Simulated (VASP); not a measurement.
Wanted: the native input for a VASP 6.6.1 run.

```
Task                   : relaxation of cell and atoms
Functional             : PBE
Potentials or basis    : VASP PAW PBE potentials, release 64 (Pb_d, O)
Cutoff                 : 600 eV
k mesh                 : 8 × 8 × 6
Occupations            : fermi-dirac, width 0.02 eV
Spin                   : no spin polarisation
Dipole correction      : no
Further INCAR settings : ALGO = Normal; EDIFF = 1e-06; IBRION = 2; EDIFFG = -0.01; NSW = 80; ISIF = 3
```

The structure of PbO2 lies in POSCAR:

```
PbO2
1.0
    3.2400000000      0.0000000000      0.0000000000
   -1.6200000000      2.8059223083      0.0000000000
    0.0000000000      0.0000000000      3.5640000000
Pb O
1 2
Direct
    0.0000000000      0.0000000000      0.0000000000
    0.3333333333      0.6666666667      0.5000000000
    0.6666666667      0.3333333333      0.5000000000
```

These files were run (other wordings do the same):

INCAR

```
SYSTEM = PbO2
PREC = Accurate
ENCUT = 600
EDIFF = 1E-6
ISMEAR = -1
SIGMA = 0.02
LREAL = .False.
LASPH = .True.
NELM = 80
ALGO = Normal
ISIF = 3
LWAVE = .False.
LCHARG = .False.
GGA = PE
IBRION = 2
NSW = 80
EDIFFG = -0.01
```

KPOINTS

```
regular mesh
0
Gamma
  8 8 6
  0 0 0
```

Potentials or basis: VASP PAW PBE potentials, release 64 (Pb_d, O).

Command:

```bash
$ cat potpaw_PBE.64/Pb_d/POTCAR potpaw_PBE.64/O/POTCAR > POTCAR
$ mpirun -np 1 vasp_std > vasp.out
```

Results of the run:

| Quantity | Value |
| --- | --- |
| Relaxed volume | 14.03 Å³/atom |
| Relaxed cell | a = 3.807 Å, b = 3.807 Å, c = 3.353 Å, α = 90.00°, β = 90.00°, γ = 120.00° |
| Space group after relaxing (to 0.1 Å) | P6/mmm (No. 191) |
| Energy gained by relaxing | 701.1 meV/atom |
| Ionic steps | 13 |
| Pressure after relaxing | -0.1 GPa |
| Band gap on the k mesh | zero (bands 13 and 14 overlap by 0.78 eV) |

Caveat: the volume moved by over 15 % at a fixed basis, so the end points are rough; semilocal functionals underestimate gaps, so a narrow gap can read as zero; spin-orbit coupling is left out, which moves the levels of the heavy elements.

It took 5.5 min on 1 thread of Intel Xeon 8259CL, with other jobs on the host, peak memory 0.18 GiB.
